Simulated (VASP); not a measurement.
# Zn (Im-3m) in VASP: notebook

Runs on Zn. Level: PBEsol. Tasks: single point.

Program: VASP 6.6.1. These are calculated values, not measurements. Logs are shortened: lines on timing, memory, paths and dates and some standing lists are left out, and cuts for length are marked.

### 1 The cell of the first run

The structure is cubic, space group Im-3m (No. 229). Conventional cell: a = 2.850 Å, b = 2.850 Å, c = 2.850 Å, α = 90.00°, β = 90.00°, γ = 90.00°. Zn (site symmetry m-3m) has 14 Zn at 2.47 to 2.85 Å within 3.3 Å.

### 2 Single point, PBEsol

Contents of INCAR:

```
SYSTEM = Zn
ALGO = Normal
EDIFF = 1E-6
ENCUT = 520
GGA = PS
ISIF = 2
ISMEAR = -1
LASPH = .TRUE.
LCHARG = .FALSE.
LREAL = .FALSE.
LWAVE = .FALSE.
NBANDS = 12
NELM = 80
PREC = Accurate
SIGMA = 0.05
```

Contents of KPOINTS:

```
k-points
0
G
  12 12 12
  0 0 0
```

Contents of POSCAR:

```
Zn
1.0
   -1.4249869382      1.4249869382      1.4249869382
    1.4249869382     -1.4249869382      1.4249869382
    1.4249869382      1.4249869382     -1.4249869382
Zn
1
Direct
    0.0000000000      0.0000000000      0.0000000000
```

Potentials or basis: VASP PAW PBE potentials, release 64 (Zn).

Launch:

```
cat potpaw_PBE.64/Zn/POTCAR > POTCAR
mpirun -np 1 vasp_std > vasp.out
```

OUTCAR:

```text
SYSTEM = Zn
   EDIFF = 1E-6
   ENCUT = 520
   GGA = PS
   ISIF = 2
   ISMEAR = -1
   LASPH = .TRUE.
   LREAL = .FALSE.
   NELM = 80
   PREC = Accurate

 ion  position               nearest neighbor table
   1  0.000  0.000  0.000-

  LATTYP: Found a body centered cubic cell.
 ALAT       =     2.8499738764

  Lattice vectors:

 A1 = (  -1.4249869382,   1.4249869382,   1.4249869382)
 A2 = (   1.4249869382,  -1.4249869382,   1.4249869382)
 A3 = (   1.4249869382,   1.4249869382,  -1.4249869382)

Analysis of symmetry for initial positions (statically):
=====================================================================
 Subroutine PRICEL returns:
 Original cell was already a primitive cell.

 Routine SETGRP: Setting up the symmetry group for a
 body centered cubic supercell.

 Subroutine GETGRP returns: Found 48 space group operations
 (whereof 48 operations were pure point group operations)
 out of a pool of 48 trial point group operations.

The static configuration has the point symmetry O_h .

Analysis of symmetry for dynamics (positions and initial velocities):
=====================================================================
 Subroutine PRICEL returns:
 Original cell was already a primitive cell.

 Routine SETGRP: Setting up the symmetry group for a
 body centered cubic supercell.

 Subroutine GETGRP returns: Found 48 space group operations
 (whereof 48 operations were pure point group operations)
 out of a pool of 48 trial point group operations.

The dynamic configuration has the point symmetry O_h .

 Subroutine INISYM returns: Found 48 space group operations
 (whereof 48 operations are pure point group operations),
 and found     1 'primitive' translations

----------------------------------------------------------------------------------------

                                     Primitive cell

  volume of cell :      11.5742

  direct lattice vectors                    reciprocal lattice vectors
    -1.424986938  1.424986938  1.424986938     0.000000000  0.350880409  0.350880409
     1.424986938 -1.424986938  1.424986938     0.350880409  0.000000000  0.350880409
     1.424986938  1.424986938 -1.424986938     0.350880409  0.350880409  0.000000000

  length of vectors
     2.468149777  2.468149777  2.468149777     0.496219833  0.496219833  0.496219833

  position of ions in fractional coordinates (direct lattice)
     0.000000000  0.000000000  0.000000000

  ion indices of the primitive-cell ions
   primitive index   ion index
                 1           1

----------------------------------------------------------------------------------------

 KPOINTS: k-points

Automatic generation of k-mesh.
 Grid dimensions read from file:
 generate k-points for:   12   12   12

 Generating k-lattice:

  Cartesian coordinates                     Fractional coordinates (reciprocal lattice)
     0.000000000  0.029240034  0.029240034     0.083333333  0.000000000  0.000000000
     0.029240034  0.000000000  0.029240034     0.000000000  0.083333333  0.000000000
     0.029240034  0.029240034  0.000000000     0.000000000  0.000000000  0.083333333

  Length of vectors
     0.041351653  0.041351653  0.041351653

  Shift w.r.t. Gamma in fractional coordinates (k-lattice)
     0.000000000  0.000000000  0.000000000

 Subroutine IBZKPT returns following result:
 ===========================================

 Found     72 irreducible k-points:

 Following reciprocal coordinates:
            Coordinates               Weight
  0.000000  0.000000  0.000000      1.000000
  0.083333  0.000000  0.000000     12.000000
  0.166667  0.000000  0.000000     12.000000
  0.250000  0.000000  0.000000     12.000000
  0.333333  0.000000  0.000000     12.000000
  0.416667  0.000000  0.000000     12.000000
[... 16 lines left out ...]
  0.333333  0.083333  0.083333     24.000000
  0.416667  0.083333  0.083333     12.000000
 [... further k-points ...]
   k-points           NKPTS =     72   k-points in BZ     NKDIM =     72   number of bands    NBANDS=     12
   number of dos      NEDOS =    301   number of ions     NIONS =      1
   total plane-waves  NPLWV =   5832
   dimension x,y,z NGX =    18 NGY =   18 NGZ =   18
   dimension x,y,z NGXF=    36 NGYF=   36 NGZF=   36
   ions per type =               1
   NGX,Y,Z   is equivalent  to a cutoff of  12.12, 12.12, 12.12 a.u.
   NGXF,Y,Z  is equivalent  to a cutoff of  24.25, 24.25, 24.25 a.u.
 SYSTEM =  Zn
   PREC   = accura    normal or accurate (medium, high low for compatibility)
   ISTART =      0    job   : 0-new  1-cont  2-samecut
   ICHARG =      2    charge: 1-file 2-atom 10-const
   ISPIN  =      1    spin polarized calculation?
   LNONCOLLINEAR =      F non collinear calculations
   LSORBIT =      F    spin-orbit coupling
   LASPH  =      T    aspherical Exc in radial PAW
   ENCUT  =  520.0 eV  38.22 Ry    6.18 a.u.   4.59  4.59  4.59*2*pi/ulx,y,z
   NELM   =     80;   NELMIN=  2; NELMDL= -5     # of ELM steps
   EDIFF  = 0.1E-05   stopping-criterion for ELM
   LREAL  =      F    real-space projection
   EDIFFG = 0.1E-04   stopping-criterion for IOM
   NSW    =      0    number of steps for IOM
   IBRION =     -1    ionic relax: 0-MD 1-quasi-New 2-CG
   NFREE  =      0    steps in history (QN), initial steepest desc. (CG)
   ISIF   =      2    stress and relaxation
   ISYM   =      2    0-nonsym 1-usesym 2-fastsym
   POTIM  = 0.5000    time-step for ionic-motion
   TEBEG  =    0.0;   TEEND  =   0.0 temperature during run
   PSTRESS=    0.0 pullay stress
   NELECT =      12.0000    total number of electrons
   NUPDOWN=      -1.0000    fix difference up-down
   EMIN   =  10.00;   EMAX   =-10.00  energy-range for DOS
   EFERMI =   0.00;   METHOD = LEGACY
   ISMEAR =    -1;   SIGMA  =   0.05  broadening in eV -4-tet -1-fermi 0-gaus
   EFERMI_NEDOS =   21; number of points for ismear=-14 and -15
   IALGO  =     38    algorithm
   IMIX   =      4    mixing-type and parameters
     AMIX     =   0.40;   BMIX     =  1.00
     AMIX_MAG =   1.60;   BMIX_MAG =  1.00
  volume/ion in A,a.u.               =      11.57        78.11
  Fermi-wavevector in a.u.,A,eV,Ry     =   1.656931  3.131145 37.353702  2.745420
  Thomas-Fermi vector in A             =   2.744771
   LORBIT       =      0    0 simple, 1 ext, 2 COOP (PROOUT), +10 PAW based schemes
   GGA     = PS    functional components
   LHFCALC =     F    Hartree Fock is set to
   AEXX    =    0.0000 exact exchange contribution
   IVDW    =     0    specifies the selected vdW correction
   LEPSILON=     F    determine dielectric tensor
   LRPA    =     F    only Hartree local field effects (RPA)
 non-spin polarized calculation
  energy-cutoff  :      520.00
  volume of cell :       11.57
 maximum number of plane-waves:       325
   NGX =  9   NGY =  9   NGZ =  9

 number of electron      12.0000004 magnetization

 Free energy of the ion-electron system (eV)
  ---------------------------------------------------
  ext. energy  EPLUGINS =         0.00000000
  ---------------------------------------------------
  free energy    TOTEN  =        -1.27399376 eV

  energy without entropy =       -1.27235430  energy(sigma->0) =       -1.27317403

 E-fermi :   5.6506     XC(G=0): -13.2333

 val. band max:        5.4703477263   @ k =   0.5000   0.5000   0.1667
 cond. band min:       5.7469705425   @ k =   0.4167   0.0833   0.0000
 fundamental gap:      0.2766228162
 Fermi energy:         5.6505521084

 k-point     1 :       0.0000    0.0000    0.0000
  band No.  band energies     occupation
      1      -7.6657      2.00000
      2      -3.4504      2.00000
      3      -3.4504      2.00000
      4      -3.4504      2.00000
      5      -2.6243      2.00000
      6      -2.6243      2.00000
      7      28.6641      0.00000
      8      28.6641      0.00000
      9      28.6641      0.00000
     10      29.6367      0.00000
     11      29.6367      0.00000
     12      29.6367      0.00000

 k-point     2 :       0.0833    0.0000    0.0000
  band No.  band energies     occupation
      1      -7.3980      2.00000
      2      -3.4863      2.00000
      3      -3.4462      2.00000
      4      -3.3667      2.00000
      5      -2.6578      2.00000
      6      -2.6217      2.00000
      7      24.8527      0.00000
      8      27.1404      0.00000
      9      27.4320      0.00000
     10      27.5546      0.00000
     11      28.5784      0.00000
     12      29.4086      0.00000

 k-point     3 :       0.1667    0.0000    0.0000
  band No.  band energies     occupation
      1      -6.6259      2.00000
      2      -3.5841      2.00000
      3      -3.4304      2.00000
      4      -3.1325      2.00000
      5      -2.7212      2.00000
      6      -2.6133      2.00000
      7      19.8290      0.00000
      8      24.7244      0.00000
      9      24.7508      0.00000
     10      26.0063      0.00000
     11      27.5665      0.00000
     12      30.3268      0.00000

 k-point     4 :       0.2500    0.0000    0.0000
  band No.  band energies     occupation
      1      -5.5276      2.00000
      2      -3.7162      2.00000
      3      -3.2734      2.00000
      4      -2.7975      2.00000
      5      -2.7455      2.00000
      6      -2.5986      2.00000
      7      15.1068      0.00000
      8      22.4681      0.00000
      9      22.7159      0.00000
     10      24.7692      0.00000
     11      26.7907      0.00000
     12      31.8856      0.00000

 k-point     5 :       0.3333    0.0000    0.0000
  band No.  band energies     occupation
      1      -4.7783      2.00000
      2      -3.8469      2.00000
      3      -2.7202      2.00000
      4      -2.5801      2.00000
      5      -2.4429      2.00000
      6      -2.3034      2.00000
      7      10.8083      0.00000
      8      20.7142      0.00000
      9      21.2294      0.00000
     10      23.9030      0.00000
     11      26.2999      0.00000
     12      34.0140      0.00000

 k-point     6 :       0.4167    0.0000    0.0000
  band No.  band energies     occupation
      1      -4.6529      2.00000
      2      -3.9417      2.00000
      3      -2.6802      2.00000
      4      -2.5641      2.00000
      5      -2.1690      2.00000
      6      -0.2965      2.00000
      7       7.0815      0.00000
      8      19.5992      0.00000
      9      20.3160      0.00000
     10      23.3948      0.00000
     11      26.0457      0.00000
     12      36.6508      0.00000

 k-point     7 :       0.5000    0.0000    0.0000
  band No.  band energies     occupation
      1      -4.6574      2.00000
      2      -3.9761      2.00000
      3      -2.6630      2.00000
      4      -2.5577      2.00000
      5      -2.0654      2.00000
      6       1.3108      2.00000
      7       4.9398      2.00000
      8      19.2151      0.00000
      9      20.0076      0.00000
     10      23.2278      0.00000
     11      25.9695      0.00000
     12      37.5577      0.00000

 k-point     8 :       0.0833    0.0833    0.0000
  band No.  band energies     occupation
      1      -6.8763      2.00000
      2      -3.5252      2.00000
      3      -3.4857      2.00000
      4      -3.1878      2.00000
      5      -2.7139      2.00000
      6      -2.6085      2.00000
      7      22.2462      0.00000
      8      22.7213      0.00000
      9      25.2380      0.00000
     10      27.8623      0.00000
     11      28.9362      0.00000
     12      30.0465      0.00000
[... 166 lines left out ...]
 k-point    20 :       0.0833    0.0833    0.0833
  band No.  band energies     occupation
      1      -6.1380      2.00000
      2      -3.6032      2.00000
      3      -3.6032      2.00000
      4      -2.8443      2.00000
      5      -2.6661      2.00000
      6      -2.6661      2.00000
      7      20.0576      0.00000
      8      20.0576      0.00000
      9      20.7162      0.00000
     10      30.2035      0.00000
     11      31.4649      0.00000
     12      31.4649      0.00000

 k-point    21 :       0.1667    0.0833    0.0833
  band No.  band energies     occupation
      1      -5.0995      2.00000
      2      -3.7427      2.00000
      3      -3.6200      2.00000
      4      -2.6956      2.00000
      5      -2.6191      2.00000
      6      -2.2903      2.00000
      7      15.5510      0.00000
      8      18.3243      0.00000
      9      18.6196      0.00000
     10      29.8984      0.00000
     11      31.2653      0.00000
     12      32.6295      0.00000

 k-point    22 :       0.2500    0.0833    0.0833
  band No.  band energies     occupation
      1      -4.4555      2.00000
      2      -3.8672      2.00000
      3      -3.2441      2.00000
      4      -2.6797      2.00000
      5      -2.5834      2.00000
      6      -1.2454      2.00000
      7      11.2652      0.00000
      8      17.0633      0.00000
      9      17.1728      0.00000
     10      28.9122      0.00000
     11      30.6492      0.00000
     12      34.6675      0.00000

 k-point    23 :       0.3333    0.0833    0.0833
  band No.  band energies     occupation
      1      -4.4171      2.00000
      2      -3.9519      2.00000
      3      -2.7380      2.00000
      4      -2.6483      2.00000
      5      -2.5614      2.00000
      6       0.6422      2.00000
      7       7.5078      0.00000
      8      16.2633      0.00000
      9      16.2947      0.00000
     10      28.2705      0.00000
     11      30.2668      0.00000
     12      37.2803      0.00000

 k-point    24 :       0.4167    0.0833    0.0833
  band No.  band energies     occupation
      1      -4.4417      2.00000
      2      -3.9818      2.00000
      3      -2.6338      2.00000
      4      -2.5689      2.00000
      5      -2.5539      2.00000
      6       2.3549      2.00000
      7       5.2123      1.99969
      8      15.9508      0.00000
      9      16.0361      0.00000
     10      28.0541      0.00000
     11      30.1417      0.00000
     12      38.1133      0.00000

 [... further k-points ...]
[... 5 lines left out ...]
  --------------------------------------------------------------------------------------
  -------------------------------------------------------------------------------------
  Total        2.2397871      2.2397871      2.2397871      0.0000000     -0.0000000      0.0000000
  in kB      310.0449609    310.0449609    310.0449609      0.0000000     -0.0000000      0.0000000
  external PRESSURE =     310.0449609 kB  Pullay stress =       0.0000000 kB

 VOLUME and BASIS-vectors are now :
 -----------------------------------------------------------------------------
  energy-cutoff  :      520.00
  volume of cell :       11.57
      direct lattice vectors                 reciprocal lattice vectors
    -1.424986938  1.424986938  1.424986938     0.000000000  0.350880409  0.350880409
     1.424986938 -1.424986938  1.424986938     0.350880409  0.000000000  0.350880409
     1.424986938  1.424986938 -1.424986938     0.350880409  0.350880409  0.000000000

 POSITION                                       TOTAL-FORCE (eV/Angst)
 -----------------------------------------------------------------------------------
      0.00000      0.00000      0.00000        -0.000000      0.000000     -0.000000
 -----------------------------------------------------------------------------------
    total drift:                                0.000000      0.000000      0.000000

  FREE ENERGIE OF THE ION-ELECTRON SYSTEM (eV)
  ---------------------------------------------------
  free  energy   TOTEN  =        -1.2739937566 eV

  energy  without entropy=       -1.2723543042  energy(sigma->0) =       -1.27317403
```

It took 3.2 s on 1 thread of Intel Xeon 6975P-C (Granite Rapids), shared host; peak memory 0.12 GiB.

Results:

- Free energy: -1.2740 eV
- Pressure: 31.0 GPa
- Band gap on the k mesh: zero (band 6 reaches 10.01 eV, above the bottom of band 7 at 4.94 eV)

Caveat: the PAW data sets were made with another functional, which shifts forces and pressure a little.

(Continued in part 2 of 2.)
